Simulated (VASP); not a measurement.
# Ba (Cmmm) in VASP: further runs, part 2 of 2

VASP 6.6.1.

## (4) Single point, LDA (strain +0.000 along x and y, +0.050 along z)

Input file INCAR:

```
SYSTEM = Ba
PREC     = Accurate       ! precision mode
ENCUT    = 520            ! plane-wave cutoff, eV
EDIFF    = 1E-6           ! SCF threshold, eV
ISMEAR   = 0              ! smearing method
SIGMA    = 0.15           ! smearing width, eV
LREAL    = .False.        ! projectors in reciprocal space
LASPH    = .True.         ! aspherical terms in the spheres
NELM     = 80             ! most SCF steps
ALGO     = Fast           ! electronic algorithm
ISIF     = 2              ! what is computed and relaxed
LWAVE    = .False.        ! write WAVECAR
LCHARG   = .True.         ! write CHGCAR
GGA      = CA             ! functional
LELF     = .True.         ! ELF
LVHAR    = .True.       
NBANDS   = 11             ! bands
```

Input file KPOINTS:

```
Automatic mesh
0
Gamma
  14 14 8
  0 0 0
```

Input file POSCAR:

```
Ba
1.0
    1.9550000000     -3.6500000000      0.0000000000
    1.9550000000      3.6500000000      0.0000000000
    0.0000000000      0.0000000000      5.9850000000
Ba
1
Direct
    0.0000000000      0.0000000000      0.0000000000
```

Potentials or basis: VASP PAW LDA potentials, release 64 (Ba_sv).

The run is started by

```sh
> cat potpaw_LDA.64/Ba_sv/POTCAR > POTCAR
> mpirun -np 1 vasp_std > vasp.out
```

OUTCAR:

```text
SYSTEM = Ba
   PREC = Accurate
   ENCUT = 520
   EDIFF = 1E-6
   ISMEAR = 0
   LREAL = .False.
   LASPH = .True.
   NELM = 80
   ISIF = 2
   GGA = CA

 ion  position               nearest neighbor table
   1  0.000  0.000  0.000-

  LATTYP: Found a base centered orthorhombic cell.
 ALAT       =     3.9100000000
 B/A-ratio  =     1.8670076726
 C/A-ratio  =     1.5306905371

  Lattice vectors:

 A1 = (   1.9550000000,  -3.6500000000,   0.0000000000)
 A2 = (   1.9550000000,   3.6500000000,   0.0000000000)
 A3 = (   0.0000000000,   0.0000000000,   5.9850000000)

Analysis of symmetry for initial positions (statically):
=====================================================================
 Subroutine PRICEL returns:
 Original cell was already a primitive cell.

 Routine SETGRP: Setting up the symmetry group for a
 base centered orthorhombic supercell.

 Subroutine GETGRP returns: Found  8 space group operations
 (whereof  8 operations were pure point group operations)
 out of a pool of  8 trial point group operations.

The static configuration has the point symmetry D_2h.

Analysis of symmetry for dynamics (positions and initial velocities):
=====================================================================
 Subroutine PRICEL returns:
 Original cell was already a primitive cell.

 Routine SETGRP: Setting up the symmetry group for a
 base centered orthorhombic supercell.

 Subroutine GETGRP returns: Found  8 space group operations
 (whereof  8 operations were pure point group operations)
 out of a pool of  8 trial point group operations.

The dynamic configuration has the point symmetry D_2h.

 Subroutine INISYM returns: Found  8 space group operations
 (whereof  8 operations are pure point group operations),
 and found     1 'primitive' translations

----------------------------------------------------------------------------------------

                                     Primitive cell

  volume of cell :      85.4149

  direct lattice vectors                    reciprocal lattice vectors
     1.955000000 -3.650000000  0.000000000     0.255754476 -0.136986301  0.000000000
     1.955000000  3.650000000  0.000000000     0.255754476  0.136986301  0.000000000
     0.000000000  0.000000000  5.985000000     0.000000000  0.000000000  0.167084378

  length of vectors
     4.140594764  4.140594764  5.985000000     0.290130313  0.290130313  0.167084378

  position of ions in fractional coordinates (direct lattice)
     0.000000000  0.000000000  0.000000000

  ion indices of the primitive-cell ions
   primitive index   ion index
                 1           1

----------------------------------------------------------------------------------------

 KPOINTS: Automatic mesh

Automatic generation of k-mesh.
 Grid dimensions read from file:
 generate k-points for:   14   14    8

 Generating k-lattice:

  Cartesian coordinates                     Fractional coordinates (reciprocal lattice)
     0.018268177 -0.009784736  0.000000000     0.071428571 -0.000000000  0.000000000
     0.018268177  0.009784736  0.000000000    -0.000000000  0.071428571  0.000000000
     0.000000000  0.000000000  0.020885547     0.000000000  0.000000000  0.125000000

  Length of vectors
     0.020723594  0.020723594  0.020885547

  Shift w.r.t. Gamma in fractional coordinates (k-lattice)
     0.000000000  0.000000000  0.000000000

 Subroutine IBZKPT returns following result:
 ===========================================

 Found    285 irreducible k-points:

 Following reciprocal coordinates:
            Coordinates               Weight
  0.000000  0.000000  0.000000      1.000000
  0.071429 -0.000000  0.000000      4.000000
  0.142857 -0.000000  0.000000      4.000000
  0.214286  0.000000  0.000000      4.000000
  0.285714 -0.000000  0.000000      4.000000
  0.357143 -0.000000  0.000000      4.000000
[... 16 lines left out ...]
  0.214286  0.142857  0.000000      4.000000
  0.285714  0.142857  0.000000      4.000000
 [... further k-points ...]
   k-points           NKPTS =    285   k-points in BZ     NKDIM =    285   number of bands    NBANDS=     11
   number of dos      NEDOS =    301   number of ions     NIONS =      1
   total plane-waves  NPLWV =  49152
   dimension x,y,z NGX =    32 NGY =   32 NGZ =   48
   dimension x,y,z NGXF=    64 NGYF=   64 NGZF=   96
   ions per type =               1
   NGX,Y,Z   is equivalent  to a cutoff of  12.85, 12.85, 13.33 a.u.
   NGXF,Y,Z  is equivalent  to a cutoff of  25.70, 25.70, 26.67 a.u.
 SYSTEM =  Ba
   PREC   = accura    normal or accurate (medium, high low for compatibility)
   ISTART =      0    job   : 0-new  1-cont  2-samecut
   ICHARG =      2    charge: 1-file 2-atom 10-const
   ISPIN  =      1    spin polarized calculation?
   LNONCOLLINEAR =      F non collinear calculations
   LSORBIT =      F    spin-orbit coupling
   LASPH  =      T    aspherical Exc in radial PAW
   ENCUT  =  520.0 eV  38.22 Ry    6.18 a.u.   7.70  7.70 11.13*2*pi/ulx,y,z
   NELM   =     80;   NELMIN=  2; NELMDL= -5     # of ELM steps
   EDIFF  = 0.1E-05   stopping-criterion for ELM
   LREAL  =      F    real-space projection
   EDIFFG = 0.1E-04   stopping-criterion for IOM
   NSW    =      0    number of steps for IOM
   IBRION =     -1    ionic relax: 0-MD 1-quasi-New 2-CG
   NFREE  =      0    steps in history (QN), initial steepest desc. (CG)
   ISIF   =      2    stress and relaxation
   ISYM   =      2    0-nonsym 1-usesym 2-fastsym
   POTIM  = 0.5000    time-step for ionic-motion
   TEBEG  =    0.0;   TEEND  =   0.0 temperature during run
   PSTRESS=    0.0 pullay stress
   NELECT =      10.0000    total number of electrons
   NUPDOWN=      -1.0000    fix difference up-down
   EMIN   =  10.00;   EMAX   =-10.00  energy-range for DOS
   EFERMI =   0.00;   METHOD = LEGACY
   ISMEAR =     0;   SIGMA  =   0.15  broadening in eV -4-tet -1-fermi 0-gaus
   EFERMI_NEDOS =   21; number of points for ismear=-14 and -15
   IALGO  =     68    algorithm
   IMIX   =      4    mixing-type and parameters
     AMIX     =   0.40;   BMIX     =  1.00
     AMIX_MAG =   1.60;   BMIX_MAG =  1.00
  volume/ion in A,a.u.               =      85.41       576.41
  Fermi-wavevector in a.u.,A,eV,Ry     =   0.800873  1.513430  8.726740  0.641397
  Thomas-Fermi vector in A             =   1.908252
   LORBIT       =      0    0 simple, 1 ext, 2 COOP (PROOUT), +10 PAW based schemes
   GGA     = CA    functional components
   LHFCALC =     F    Hartree Fock is set to
   AEXX    =    0.0000 exact exchange contribution
   IVDW    =     0    specifies the selected vdW correction
   LEPSILON=     F    determine dielectric tensor
   LRPA    =     F    only Hartree local field effects (RPA)
 non-spin polarized calculation
 RMM-DIIS sequential band-by-band and
 Gauss-broadening in eV      SIGMA  =   0.15
  energy-cutoff  :      520.00
  volume of cell :       85.41
 maximum number of plane-waves:      2323
   NGX = 15   NGY = 15   NGZ = 23

 number of electron      10.0000000 magnetization

 Free energy of the ion-electron system (eV)
  ---------------------------------------------------
  ext. energy  EPLUGINS =         0.00000000
  ---------------------------------------------------
  free energy    TOTEN  =        -1.57212338 eV

  energy without entropy =       -1.53790875  energy(sigma->0) =       -1.55501606

 E-fermi :   0.4257     XC(G=0):  -6.4326

 val. band max:        0.4249635069   @ k =  -0.4286   0.0714   0.3750
 cond. band min:       0.4263721083   @ k =   0.0714  -0.0000   0.1250
 fundamental gap:      0.0014086014
 Fermi energy:         0.4256749051

 k-point     1 :       0.0000    0.0000    0.0000
  band No.  band energies     occupation
      1     -28.6736      2.00000
      2     -13.9625      2.00000
      3     -13.4575      2.00000
      4     -13.3653      2.00000
      5      -1.9114      2.00000
      6       0.3550      1.49458
      7       1.8478      0.00000
      8       2.8201      0.00000
      9       3.1137      0.00000
     10       4.2797      0.00000
     11       4.6054      0.00000
[... 309 lines left out ...]
 k-point    24 :       0.2857    0.1429    0.0000
  band No.  band energies     occupation
      1     -28.5825      2.00000
      2     -14.1778      2.00000
      3     -13.8329      2.00000
      4     -13.6472      2.00000
      5       0.0821      1.99880
      6       0.9907      0.00000
      7       1.1153      0.00000
      8       2.0938      0.00000
      9       3.2030      0.00000
     10       4.6153      0.00000
     11       6.4952      0.00000

 [... further k-points ...]

------------------------ aborting loop because EDIFF is reached ----------------------------------------

  FORCE on cell =-STRESS in cart. coord.  units (eV):
  Direction    XX          YY          ZZ          XY          YZ          ZX
  --------------------------------------------------------------------------------------
  -------------------------------------------------------------------------------------
  Total        0.7557329     -0.0002981     -1.0422873     -0.0000000      0.0000000      0.0000000
  in kB       14.1757195     -0.0055909    -19.5507866     -0.0000000      0.0000000      0.0000000
  external PRESSURE =      -1.7935527 kB  Pullay stress =       0.0000000 kB

 VOLUME and BASIS-vectors are now :
 -----------------------------------------------------------------------------
  energy-cutoff  :      520.00
  volume of cell :       85.41
      direct lattice vectors                 reciprocal lattice vectors
     1.955000000 -3.650000000  0.000000000     0.255754476 -0.136986301  0.000000000
     1.955000000  3.650000000  0.000000000     0.255754476  0.136986301  0.000000000
     0.000000000  0.000000000  5.985000000     0.000000000  0.000000000  0.167084378

 POSITION                                       TOTAL-FORCE (eV/Angst)
 -----------------------------------------------------------------------------------
      0.00000      0.00000      0.00000        -0.000000      0.000000      0.000000
 -----------------------------------------------------------------------------------
    total drift:                                0.000000     -0.000000      0.000000

  FREE ENERGIE OF THE ION-ELECTRON SYSTEM (eV)
  ---------------------------------------------------
  free  energy   TOTEN  =        -1.5721233824 eV

  energy  without entropy=       -1.5379087461  energy(sigma->0) =       -1.55501606
```

Run time: 98 s. Hardware: 1 thread of Intel Xeon 6975P-C (Granite Rapids), shared host; peak memory 0.38 GiB.

Results:

```yaml
Free_energy: -1.5721 eV
Pressure: -0.2 GPa
Band_gap_on_the_k_mesh: zero (band 5 reaches 1.28 eV, above the bottom of band 6 at 0.22 eV)
```

Stress tensor (GPa, compression positive):
```
 1.42  0.00  0.00
 0.00  0.00  0.00
 0.00  0.00 -1.96
```

Caveat: the cell differs from its parent crystal (strain +0.000 along x and y, +0.050 along z); spin-orbit coupling is left out, which moves the levels of the heavy elements.

## (5) Single point, LDA (strain +0.050 along x and y, +0.000 along z)

Input file INCAR:

```
SYSTEM = Ba
ALGO = Fast
EDIFF = 1E-7
ENCUT = 520
GGA = CA
ISIF = 2
ISMEAR = 0
LASPH = .True.
LCHARG = .False.
LREAL = .False.
LWAVE = .False.
NBANDS = 11
NELM = 100
PREC = Accurate
SIGMA = 0.15
```

Input file KPOINTS:

```
k-points
0
Gamma
  14 14 8
  0 0 0
```

Input file POSCAR:

```
Ba
1.0
    2.0527500000     -3.8325000000      0.0000000000
    2.0527500000      3.8325000000      0.0000000000
    0.0000000000      0.0000000000      5.7000000000
Ba
1
Direct
    0.0000000000      0.0000000000      0.0000000000
```

Potentials or basis: VASP PAW LDA potentials, release 64 (Ba_sv).

The run is started by

```sh
> cat potpaw_LDA.64/Ba_sv/POTCAR > POTCAR
> mpirun -np 1 vasp_std > vasp.out
```

OUTCAR:

```text
SYSTEM = Ba
   EDIFF = 1E-7
   ENCUT = 520
   GGA = CA
   ISIF = 2
   ISMEAR = 0
   LASPH = .True.
   LREAL = .False.
   NELM = 100
   PREC = Accurate

 ion  position               nearest neighbor table
   1  0.000  0.000  0.000-

  LATTYP: Found a base centered orthorhombic cell.
 ALAT       =     4.1055000000
 B/A-ratio  =     1.8670076726
 C/A-ratio  =     1.3883814395

  Lattice vectors:

 A1 = (   2.0527500000,  -3.8325000000,   0.0000000000)
 A2 = (   2.0527500000,   3.8325000000,   0.0000000000)
 A3 = (   0.0000000000,   0.0000000000,   5.7000000000)

Analysis of symmetry for initial positions (statically):
=====================================================================
 Subroutine PRICEL returns:
 Original cell was already a primitive cell.

 Routine SETGRP: Setting up the symmetry group for a
 base centered orthorhombic supercell.

 Subroutine GETGRP returns: Found  8 space group operations
 (whereof  8 operations were pure point group operations)
 out of a pool of  8 trial point group operations.

The static configuration has the point symmetry D_2h.

Analysis of symmetry for dynamics (positions and initial velocities):
=====================================================================
 Subroutine PRICEL returns:
 Original cell was already a primitive cell.

 Routine SETGRP: Setting up the symmetry group for a
 base centered orthorhombic supercell.

 Subroutine GETGRP returns: Found  8 space group operations
 (whereof  8 operations were pure point group operations)
 out of a pool of  8 trial point group operations.

The dynamic configuration has the point symmetry D_2h.

 Subroutine INISYM returns: Found  8 space group operations
 (whereof  8 operations are pure point group operations),
 and found     1 'primitive' translations

----------------------------------------------------------------------------------------

                                     Primitive cell

  volume of cell :      89.6857
[... 112 lines left out ...]
   GGA     = CA    functional components
   LHFCALC =     F    Hartree Fock is set to
   AEXX    =    0.0000 exact exchange contribution
   IVDW    =     0    specifies the selected vdW correction
   LEPSILON=     F    determine dielectric tensor
   LRPA    =     F    only Hartree local field effects (RPA)
 non-spin polarized calculation
 RMM-DIIS sequential band-by-band and
 Gauss-broadening in eV      SIGMA  =   0.15
  energy-cutoff  :      520.00
  volume of cell :       89.69
 maximum number of plane-waves:      2442
   NGX = 17   NGY = 17   NGZ = 21

 number of electron      10.0000000 magnetization

 Free energy of the ion-electron system (eV)
  ---------------------------------------------------
  ext. energy  EPLUGINS =         0.00000000
  ---------------------------------------------------
  free energy    TOTEN  =        -1.62531774 eV

  energy without entropy =       -1.59267075  energy(sigma->0) =       -1.60899425

 E-fermi :   0.3483     XC(G=0):  -6.3732

 val. band max:        0.3478202768   @ k =   0.3571   0.0000   0.3750
 cond. band min:       0.3525545608   @ k =  -0.2857   0.2857   0.3750
 fundamental gap:      0.0047342840
 Fermi energy:         0.3483139815

 k-point     1 :       0.0000    0.0000    0.0000
  band No.  band energies     occupation
      1     -28.9025      2.00000
      2     -14.1582      2.00000
      3     -13.8010      2.00000
      4     -13.7399      2.00000
      5      -2.0190      2.00000
      6       0.3819      0.75165
      7       1.6739      0.00000
      8       2.5163      0.00000
      9       3.3779      0.00000
     10       3.8023      0.00000
     11       4.0635      0.00000
[... 309 lines left out ...]
 k-point    24 :       0.2857    0.1429    0.0000
  band No.  band energies     occupation
      1     -28.8518      2.00000
      2     -14.2739      2.00000
      3     -14.0795      2.00000
      4     -13.9225      2.00000
      5      -0.1201      1.99999
      6       0.8102      0.00001
      7       1.2720      0.00000
      8       1.7467      0.00000
      9       2.9867      0.00000
     10       4.0584      0.00000
     11       5.8603      0.00000

 [... further k-points ...]

------------------------ aborting loop because EDIFF is reached ----------------------------------------

  FORCE on cell =-STRESS in cart. coord.  units (eV):
  Direction    XX          YY          ZZ          XY          YZ          ZX
  --------------------------------------------------------------------------------------
  -------------------------------------------------------------------------------------
  Total        0.1376819     -0.4762269     -1.1161973     -0.0000000      0.0000000      0.0000000
  in kB        2.4595999     -8.5074903    -19.9401529     -0.0000000      0.0000000      0.0000000
  external PRESSURE =      -8.6626811 kB  Pullay stress =       0.0000000 kB

 VOLUME and BASIS-vectors are now :
 -----------------------------------------------------------------------------
  energy-cutoff  :      520.00
  volume of cell :       89.69
      direct lattice vectors                 reciprocal lattice vectors
     2.052750000 -3.832500000  0.000000000     0.243575691 -0.130463144  0.000000000
     2.052750000  3.832500000  0.000000000     0.243575691  0.130463144  0.000000000
     0.000000000  0.000000000  5.700000000     0.000000000  0.000000000  0.175438596

 POSITION                                       TOTAL-FORCE (eV/Angst)
 -----------------------------------------------------------------------------------
      0.00000      0.00000      0.00000         0.000000      0.000000      0.000000
 -----------------------------------------------------------------------------------
    total drift:                                0.000000     -0.000000     -0.000000

  FREE ENERGIE OF THE ION-ELECTRON SYSTEM (eV)
  ---------------------------------------------------
  free  energy   TOTEN  =        -1.6253177394 eV

  energy  without entropy=       -1.5926707526  energy(sigma->0) =       -1.60899425
```

stdout:

```text
POSCAR found type information on POSCAR Ba
 POSCAR found :  1 types and       1 ions
 scaLAPACK will be used
 LDA part: xc-table for (Slater(with rela. corr.)+CA(PZ))
 , standard interpolation
 POSCAR, INCAR and KPOINTS ok, starting setup
 FFT: planning ... GRIDC
 FFT: planning ... GRID_SOFT
 FFT: planning ... GRID
 WAVECAR not read
 entering main loop
WARNING in EDDRMM: call to ZHEGV failed, returncode =   8  4      5
WARNING in EDDRMM: call to ZHEGV failed, returncode =   6  3      7
WARNING in EDDRMM: call to ZHEGV failed, returncode =   6  3     10
WARNING in EDDRMM: call to ZHEGV failed, returncode =   6  3      7
WARNING in EDDRMM: call to ZHEGV failed, returncode =   6  3      7
WARNING in EDDRMM: call to ZHEGV failed, returncode =   6  3      5
WARNING in EDDRMM: call to ZHEGV failed, returncode =   6  3      7
WARNING in EDDRMM: call to ZHEGV failed, returncode =   6  3      6
WARNING in EDDRMM: call to ZHEGV failed, returncode =   6  3      7
WARNING in EDDRMM: call to ZHEGV failed, returncode =   6  3      9
WARNING in EDDRMM: call to ZHEGV failed, returncode =   6  3      6
WARNING in EDDRMM: call to ZHEGV failed, returncode =   8  4     11
WARNING in EDDRMM: call to ZHEGV failed, returncode =   8  4     10
WARNING in EDDRMM: call to ZHEGV failed, returncode =   8  4     11
WARNING in EDDRMM: call to ZHEGV failed, returncode =   6  3     10
```

It took 1.8 min on 1 thread of Intel Xeon 6975P-C (Granite Rapids), shared host; peak memory 0.38 GiB.

What came out:

* Free energy: -1.6253 eV
* Pressure: -0.9 GPa
* Band gap on the k mesh: zero (band 5 reaches 0.95 eV, above the bottom of band 6 at 0.18 eV)

Caveat: the cell differs from its parent crystal (strain +0.050 along x and y, +0.000 along z); spin-orbit coupling is left out, which moves the levels of the heavy elements.

## (6) The runs side by side

| cell | further INCAR settings | gap on the mesh (eV) | pressure (GPa) |
| --- | --- | --- | --- |
| a = 4.141, b = 4.141, c = 5.415 Å, angles 90.0, 90.0, 123.7°, 1 atom | ALGO = Fast; EDIFF = 1e-06; NBANDS = 11 | none | -0.5 |
| a = 4.348, b = 4.348, c = 5.415 Å, angles 90.0, 90.0, 123.7°, 1 atom | ALGO = Fast; EDIFF = 1e-06; NBANDS = 11 | none | -1.0 |
| a = 4.141, b = 4.141, c = 5.985 Å, angles 90.0, 90.0, 123.7°, 1 atom | ALGO = Fast; EDIFF = 1e-06; NBANDS = 11 | none | -0.2 |
| a = 4.348, b = 4.348, c = 5.700 Å, angles 90.0, 90.0, 123.7°, 1 atom | ALGO = Fast; EDIFF = 1e-07; NBANDS = 11 | none | -0.9 |

Alike in all rows: task single point; level LDA; potentials or basis VASP PAW LDA potentials, release 64 (Ba_sv); no spin polarisation; k mesh 14 × 14 × 8; cutoff (eV) 520; smearing gaussian 0.15 eV.

Caveats: spin-orbit coupling is left out, which moves the levels of the heavy elements.

Absolute energies hang on the potentials; compare differences alone.
